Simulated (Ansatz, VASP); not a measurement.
Rb: VASP beside Ansatz

File POSCAR:

```
Rb
1.0
   -2.8677202310      2.8677202310      2.8677202310
    2.8677202310     -2.8677202310      2.8677202310
    2.8677202310      2.8677202310     -2.8677202310
Rb
1
Direct
    0.0000000000      0.0000000000      0.0000000000
```

The input INCAR.step1:

```
PREC = Accurate
ENCUT = 520
ISMEAR = -1
SIGMA = 0.03
LREAL = False
LASPH = True
NELM = 80
NBANDS = 10
GGA = PE
ALGO = Normal
EDIFF = 1E-4
LWAVE = True
LCHARG = False
```

Contents of INCAR.step2:

```
PREC = Accurate
ENCUT = 520
EDIFF = 1E-6
ISMEAR = -1
SIGMA = 0.03
LREAL = False
LASPH = True
NELM = 80
ALGO = Normal
ISIF = 2
LWAVE = False
LCHARG = False
METAGGA = R2SCAN
LMIXTAU = True
NBANDS = 10
ISTART = 1
```

The input KPOINTS:

```
Automatic mesh
0
Gamma
  8 8 8
```

Input for Ansatz:

```yaml
crystal:
  lattice:
    - [-2.867720231, 2.867720231, 2.867720231]
    - [2.867720231, -2.867720231, 2.867720231]
    - [2.867720231, 2.867720231, -2.867720231]
  atoms:
    - { symbol: Rb, position: [0.0, 0.0, 0.0] }
hamiltonian:
  xc: r2scan
  pseudopotentials:
    kind: paw
    azcp:
      Rb: "pseudopotentials/Rb.paw.azcp"
basis:
  ecutwfc: 500
  fft_grid_basis: typed
kpoints:
  mp_grid: { grid: [8, 8, 8], shift: [0, 0, 0] }
magnetization:
  spin_polarized: false
scf:
  occupations: { method: fermi_dirac, width: 0.03 }
  lower_state_search: "off"
output:
  stress: true
```

Alike in both runs: task single point; functional r2SCAN; k mesh 8 × 8 × 8; occupations fermi-dirac, width 0.03 eV; no spin polarisation.

|  | VASP | Ansatz |
| --- | --- | --- |
| version | VASP 6.6.1 | Ansatz 0.2.0 |
| potentials or method | VASP PAW PBE potentials, release 64 (Rb_sv), cutoff 520 eV | plane waves (500 eV) with PAW, scalar-relativistic |
| valence electrons in the cell | 9 | 9 |

```csv
,VASP,Ansatz,Ansatz less VASP
pressure (GPa),0.0,0.0,-0.01
```

VASP's potentials were made for PBE, not for r2SCAN.
